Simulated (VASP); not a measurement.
Wanted: the native input for a VASP 6.6.1 run.

| Item | Value |
| --- | --- |
| Task | single point |
| Functional | PBEsol |
| Potentials or basis | VASP PAW PBE potentials, release 64 (Au) |
| Cutoff | 500 eV |
| k mesh | 28 × 28 × 28 |
| Occupations | gaussian, width 0.1 eV |
| Spin | no spin polarisation |
| Dipole correction | no |
| Further INCAR settings | ALGO = Normal; EDIFF = 1e-06; NBANDS = 12 |

The structure of Au lies in POSCAR:

```
Au
1.0
   -1.6210845928      1.6210845928      1.6210845928
    1.6210845928     -1.6210845928      1.6210845928
    1.6210845928      1.6210845928     -1.6210845928
Au
1
Direct
    0.0000000000      0.0000000000      0.0000000000
```

The input as run:

INCAR

```
SYSTEM = Au
PREC = Accurate
ENCUT = 500
EDIFF = 1E-6
ISMEAR = 0
SIGMA = 0.1
LREAL = .False.
LASPH = .True.
NELM = 120
ALGO = Normal
ISIF = 2
LWAVE = .False.
LCHARG = .False.
GGA = PS
NBANDS = 12
GGA_COMPAT = .False.
```

KPOINTS

```
regular mesh
0
Gamma
  28 28 28
  0 0 0
```

Potentials or basis: VASP PAW PBE potentials, release 64 (Au).

Run with:

```console
$ cat potpaw_PBE.64/Au/POTCAR > POTCAR
$ mpirun -np 1 vasp_std > vasp.out
```

Results of the run:

```json
{"Pressure": "-0.1 GPa"}
```

Caveat: the PAW data sets were made with another functional, which shifts forces and pressure a little.

Wall time 2.2 min on 1 thread of AMD EPYC 7R13 (shared host), peak memory 0.19 GiB.
